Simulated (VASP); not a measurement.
**Ti: single point with PBE**

Crystal: Ti.

```
Ti
1.0
     0.00000    1.72554    1.72554
     1.72554    0.00000    1.72554
     1.72554    1.72554    0.00000
Ti
1
Direct
  0.00000 0.00000 0.00000
```

* Program: VASP 6.6.1
* Task: single point
* Functional: PBE
* Potentials or basis: VASP PAW PBE potentials, release 64 (Ti_sv)
* Cutoff: 520 eV
* k mesh: 19 × 19 × 19
* Occupations: fermi-dirac, width 0.1 eV
* Spin: no spin polarisation

```
Pressure               : 128.6 GPa
Band gap on the k mesh : zero (band 6 reaches 15.99 eV, above the bottom of band 7 at 14.21 eV)
```

Levels at points of the mesh, in eV from the Fermi level:
```
           k point  band 2  band 3  band 4  band 5  band 6  band 7  band 8  band 9  band 10  band 11
(0.00, 0.00, 0.00)  -30.89  -30.89  -30.89   -6.57    0.87    0.87    0.87    4.09     4.09    18.20
```

It took 12 s on 1 thread of Intel(R) Xeon(R) 6975P-C (Granite Rapids), on a shared host, peak memory 0.13 GiB.
